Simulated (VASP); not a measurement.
# TmI4 (Im-3m) in VASP: further runs

TmI4 is run at these levels: PBE; tasks: single point, relaxation of cell and atoms.

Program: VASP 6.6.1. These are calculated values, not measurements. Logs are shortened: lines on timing, memory, paths and dates and some standing lists are left out, and cuts for length are marked.

## 1. The cell of the first run

Symmetry: Im-3m, No. 229, cubic system. The conventional cell has a = 7.383 Å, b = 7.383 Å, c = 7.383 Å, α = 90.00°, β = 90.00°, γ = 90.00°. Within 4.2 Å of Tm (site symmetry m-3m) lie 8 I at 3.20 Å. Within 4.2 Å of I (site symmetry -3m) lie 2 Tm at 3.20 Å and 6 I at 3.69 Å.

The cell was generated, and may not be a known phase.

## 2. Single point, PBE

File INCAR:

```
SYSTEM = TmI4
ALGO = Normal
EDIFF = 1E-6
ENCUT = 500
GGA = PE
GGA_COMPAT = .False.
ISIF = 2
ISMEAR = 0
LASPH = .True.
LCHARG = .True.
LELF = .True.
LMAXMIX = 6
LREAL = .False.
LVHAR = .True.
LWAVE = .False.
NBANDS = 26
NELM = 200
PREC = Accurate
SIGMA = 0.2
```

File KPOINTS:

```
k-points
0
Gamma
  3 3 3
  0 0 0
```

File POSCAR:

```
TmI4
1.0
   -3.6917460300      3.6917460300      3.6917460300
    3.6917460300     -3.6917460300      3.6917460300
    3.6917460300      3.6917460300     -3.6917460300
Tm I
1 4
Direct
    0.0000000000      0.0000000000      0.0000000000
    0.0000000000      0.0000000000      0.5000000000
    0.0000000000      0.5000000000      0.0000000000
    0.5000000000      0.0000000000      0.0000000000
    0.5000000000      0.5000000000      0.5000000000
```

Potentials or basis: VASP PAW PBE potentials, release 64 (Tm_3, I), 4f in core.

Launch:

```console
$ cat potpaw_PBE.64/Tm_3/POTCAR potpaw_PBE.64/I/POTCAR > POTCAR
$ mpirun -np 1 vasp_std > vasp.out
```

OUTCAR:

```text
SYSTEM = TmI4
   EDIFF = 1E-6
   ENCUT = 500
   GGA = PE
   ISIF = 2
   ISMEAR = 0
   LASPH = .True.
   LREAL = .False.
   NELM = 200
   PREC = Accurate

 ion  position               nearest neighbor table
   1  0.000  0.000  0.000-   2 3.20   3 3.20   4 3.20   5 3.20   2 3.20   3 3.20   4 3.20   5 3.20

   2  0.000  0.000  0.500-   1 3.20   1 3.20
   3  0.000  0.500  0.000-   1 3.20   1 3.20
   4  0.500  0.000  0.000-   1 3.20   1 3.20
   5  0.500  0.500  0.500-   1 3.20   1 3.20

  LATTYP: Found a body centered cubic cell.
 ALAT       =     7.3834920600

  Lattice vectors:

 A1 = (  -3.6917460300,   3.6917460300,   3.6917460300)
 A2 = (   3.6917460300,  -3.6917460300,   3.6917460300)
 A3 = (   3.6917460300,   3.6917460300,  -3.6917460300)

Analysis of symmetry for initial positions (statically):
=====================================================================
 Subroutine PRICEL returns:
 Original cell was already a primitive cell.

 Routine SETGRP: Setting up the symmetry group for a
 body centered cubic supercell.

 Subroutine GETGRP returns: Found 48 space group operations
 (whereof 48 operations were pure point group operations)
 out of a pool of 48 trial point group operations.

The static configuration has the point symmetry O_h .

Analysis of symmetry for dynamics (positions and initial velocities):
=====================================================================
 Subroutine PRICEL returns:
 Original cell was already a primitive cell.

 Routine SETGRP: Setting up the symmetry group for a
 body centered cubic supercell.

 Subroutine GETGRP returns: Found 48 space group operations
 (whereof 48 operations were pure point group operations)
 out of a pool of 48 trial point group operations.

The dynamic configuration has the point symmetry O_h .

 Subroutine INISYM returns: Found 48 space group operations
 (whereof 48 operations are pure point group operations),
 and found     1 'primitive' translations

----------------------------------------------------------------------------------------

                                     Primitive cell

  volume of cell :     201.2591

  direct lattice vectors                    reciprocal lattice vectors
    -3.691746030  3.691746030  3.691746030     0.000000000  0.135437269  0.135437269
     3.691746030 -3.691746030  3.691746030     0.135437269  0.000000000  0.135437269
     3.691746030  3.691746030 -3.691746030     0.135437269  0.135437269  0.000000000

  length of vectors
     6.394291693  6.394291693  6.394291693     0.191537223  0.191537223  0.191537223

  position of ions in fractional coordinates (direct lattice)
     0.000000000  0.000000000  0.000000000
     0.000000000  0.000000000  0.500000000
     0.000000000  0.500000000  0.000000000
     0.500000000  0.000000000  0.000000000
     0.500000000  0.500000000  0.500000000

  ion indices of the primitive-cell ions
   primitive index   ion index
                 1           1
                 2           2
                 3           3
                 4           4
                 5           5

----------------------------------------------------------------------------------------

 KPOINTS: k-points

Automatic generation of k-mesh.
 Grid dimensions read from file:
 generate k-points for:    3    3    3

 Generating k-lattice:

  Cartesian coordinates                     Fractional coordinates (reciprocal lattice)
     0.000000000  0.045145756  0.045145756     0.333333333  0.000000000  0.000000000
     0.045145756  0.000000000  0.045145756     0.000000000  0.333333333  0.000000000
     0.045145756  0.045145756  0.000000000     0.000000000  0.000000000  0.333333333

  Length of vectors
     0.063845741  0.063845741  0.063845741

  Shift w.r.t. Gamma in fractional coordinates (k-lattice)
     0.000000000  0.000000000  0.000000000

 Subroutine IBZKPT returns following result:
 ===========================================

 Found      4 irreducible k-points:

 Following reciprocal coordinates:
            Coordinates               Weight
  0.000000  0.000000  0.000000      1.000000
  0.333333  0.000000  0.000000     12.000000
  0.333333  0.333333  0.000000      8.000000
 -0.333333  0.333333  0.333333      6.000000
   k-points           NKPTS =      4   k-points in BZ     NKDIM =      4   number of bands    NBANDS=     26
   number of dos      NEDOS =    301   number of ions     NIONS =      5
   total plane-waves  NPLWV = 110592
   dimension x,y,z NGX =    48 NGY =   48 NGZ =   48
   dimension x,y,z NGXF=    96 NGYF=   96 NGZF=   96
   ions per type =               1   4
   NGX,Y,Z   is equivalent  to a cutoff of  12.48, 12.48, 12.48 a.u.
   NGXF,Y,Z  is equivalent  to a cutoff of  24.96, 24.96, 24.96 a.u.
 SYSTEM =  TmI4
   PREC   = accura    normal or accurate (medium, high low for compatibility)
   ISTART =      0    job   : 0-new  1-cont  2-samecut
   ICHARG =      2    charge: 1-file 2-atom 10-const
   ISPIN  =      1    spin polarized calculation?
   LNONCOLLINEAR =      F non collinear calculations
   LSORBIT =      F    spin-orbit coupling
   LASPH  =      T    aspherical Exc in radial PAW
   ENCUT  =  500.0 eV  36.75 Ry    6.06 a.u.  11.66 11.66 11.66*2*pi/ulx,y,z
   NELM   =    200;   NELMIN=  2; NELMDL= -5     # of ELM steps
   EDIFF  = 0.1E-05   stopping-criterion for ELM
   LREAL  =      F    real-space projection
   EDIFFG = 0.1E-04   stopping-criterion for IOM
   NSW    =      0    number of steps for IOM
   IBRION =     -1    ionic relax: 0-MD 1-quasi-New 2-CG
   NFREE  =      0    steps in history (QN), initial steepest desc. (CG)
   ISIF   =      2    stress and relaxation
   ISYM   =      2    0-nonsym 1-usesym 2-fastsym
   POTIM  = 0.5000    time-step for ionic-motion
   TEBEG  =    0.0;   TEEND  =   0.0 temperature during run
   PSTRESS=    0.0 pullay stress
   NELECT =      37.0000    total number of electrons
   NUPDOWN=      -1.0000    fix difference up-down
   EMIN   =  10.00;   EMAX   =-10.00  energy-range for DOS
   EFERMI =   0.00;   METHOD = LEGACY
   ISMEAR =     0;   SIGMA  =   0.20  broadening in eV -4-tet -1-fermi 0-gaus
   EFERMI_NEDOS =   21; number of points for ismear=-14 and -15
   IALGO  =     38    algorithm
   IMIX   =      4    mixing-type and parameters
     AMIX     =   0.40;   BMIX     =  1.00
     AMIX_MAG =   1.60;   BMIX_MAG =  1.00
  volume/ion in A,a.u.               =      40.25       271.63
  Fermi-wavevector in a.u.,A,eV,Ry     =   0.930873  1.759094 11.789773  0.866524
  Thomas-Fermi vector in A             =   2.057307
   LORBIT       =      0    0 simple, 1 ext, 2 COOP (PROOUT), +10 PAW based schemes
   GGA     = PE    functional components
   LHFCALC =     F    Hartree Fock is set to
   AEXX    =    0.0000 exact exchange contribution
   IVDW    =     0    specifies the selected vdW correction
   LEPSILON=     F    determine dielectric tensor
   LRPA    =     F    only Hartree local field effects (RPA)
 non-spin polarized calculation
 Gauss-broadening in eV      SIGMA  =   0.20
  energy-cutoff  :      500.00
  volume of cell :      201.26
 maximum number of plane-waves:      5138
 NGX is ok and might be reduce to    48
   NGX = 23   NGY = 23   NGZ = 23

 number of electron      37.0000007 magnetization

 Free energy of the ion-electron system (eV)
  ---------------------------------------------------
  ext. energy  EPLUGINS =         0.00000000
  ---------------------------------------------------
  free energy    TOTEN  =       -14.04670694 eV

  energy without entropy =      -13.97737063  energy(sigma->0) =      -14.01203879

 E-fermi :   3.0149     XC(G=0):  -8.1689

 val. band max:        2.6069195062   @ k =  -0.3333   0.3333   0.3333
 cond. band min:       3.0403266991   @ k =   0.3333   0.0000   0.0000
 fundamental gap:      0.4334071929
 Fermi energy:         3.0149328915

 k-point     1 :       0.0000    0.0000    0.0000
  band No.  band energies     occupation
      1     -23.9090      2.00000
      2     -23.9090      2.00000
      3     -23.9090      2.00000
      4     -10.0487      2.00000
      5      -8.9373      2.00000
      6      -8.9373      2.00000
[... 18 lines left out ...]
     25       4.9832      0.00000
     26       7.6539      0.00000

 k-point     2 :       0.3333    0.0000    0.0000
  band No.  band energies     occupation
      1     -23.9096      2.00000
      2     -23.9093      2.00000
      3     -23.9090      2.00000
      4      -9.7692      2.00000
      5      -9.2014      2.00000
      6      -8.9635      2.00000
[... 18 lines left out ...]
     25       7.0338      0.00000
     26       8.5344      0.00000

 k-point     3 :       0.3333    0.3333    0.0000
  band No.  band energies     occupation
      1     -23.9096      2.00000
      2     -23.9096      2.00000
      3     -23.9091      2.00000
      4      -9.3986      2.00000
      5      -9.3163      2.00000
      6      -9.3163      2.00000
[... 18 lines left out ...]
     25       7.9020      0.00000
     26       8.9897      0.00000

 k-point     4 :      -0.3333    0.3333    0.3333
  band No.  band energies     occupation
      1     -23.9096      2.00000
      2     -23.9096      2.00000
      3     -23.9096      2.00000
      4      -9.5778      2.00000
      5      -9.2879      2.00000
      6      -9.2879      2.00000
[... 18 lines left out ...]
     25       7.2819      0.00000
     26       8.8058      0.00000

------------------------ aborting loop because EDIFF is reached ----------------------------------------

  FORCE on cell =-STRESS in cart. coord.  units (eV):
  Direction    XX          YY          ZZ          XY          YZ          ZX
  --------------------------------------------------------------------------------------
  -------------------------------------------------------------------------------------
  Total        0.5113154      0.5113154      0.5113154     -0.0000000      0.0000000      0.0000000
  in kB        4.0704645      4.0704645      4.0704645     -0.0000000      0.0000000      0.0000000
  external PRESSURE =       4.0704645 kB  Pullay stress =       0.0000000 kB

 VOLUME and BASIS-vectors are now :
 -----------------------------------------------------------------------------
  energy-cutoff  :      500.00
  volume of cell :      201.26
      direct lattice vectors                 reciprocal lattice vectors
    -3.691746030  3.691746030  3.691746030     0.000000000  0.135437269  0.135437269
     3.691746030 -3.691746030  3.691746030     0.135437269  0.000000000  0.135437269
     3.691746030  3.691746030 -3.691746030     0.135437269  0.135437269  0.000000000

 POSITION                                       TOTAL-FORCE (eV/Angst)
 -----------------------------------------------------------------------------------
      0.00000      0.00000      0.00000         0.000000     -0.000000     -0.000000
      1.84587      1.84587     -1.84587         0.000000     -0.000000     -0.000000
      1.84587     -1.84587      1.84587        -0.000000     -0.000000      0.000000
     -1.84587      1.84587      1.84587        -0.000000      0.000000      0.000000
      1.84587      1.84587      1.84587         0.000000      0.000000     -0.000000
 -----------------------------------------------------------------------------------
    total drift:                                0.000000      0.000000     -0.000000

  FREE ENERGIE OF THE ION-ELECTRON SYSTEM (eV)
  ---------------------------------------------------
  free  energy   TOTEN  =       -14.0467069360 eV

  energy  without entropy=      -13.9773706342  energy(sigma->0) =      -14.01203879
```

Wall time 21 s (1 thread of AMD EPYC 9R45 (Zen 5), shared host); peak memory 0.28 GiB.

Results:

| Property | Result |
| --- | --- |
| Free energy | -14.0467 eV |
| Pressure | 0.4 GPa |
| Band gap on the k mesh | zero (an odd number of electrons rules out a gap without spin polarisation) |

Levels at points of the mesh, in eV from the Fermi level:
| k point | band 15 | band 16 | band 17 | band 18 | band 19 | band 20 | band 21 | band 22 |
| --- | --- | --- | --- | --- | --- | --- | --- | --- |
| (0.00, 0.00, 0.00) | -0.71 | -0.71 | -0.49 | 0.44 | 0.44 | 0.93 | 1.05 | 1.05 |

Caveat: the k points lie up to 0.40 Å⁻¹ apart, too coarse for converged energies and pressures of a metal; spin-orbit coupling is left out, which moves the levels of the heavy elements; the 4f electrons are frozen in the core, so they carry no moment and show no levels; an odd number of electrons without spin polarisation forces a metal; a magnetic or distorted state may lie lower; the run has no spin polarisation, though such a crystal can be magnetic.

[end of part 1 of 2]

The gap in the log of VASP goes by the Fermi energy; the results here count the filled bands.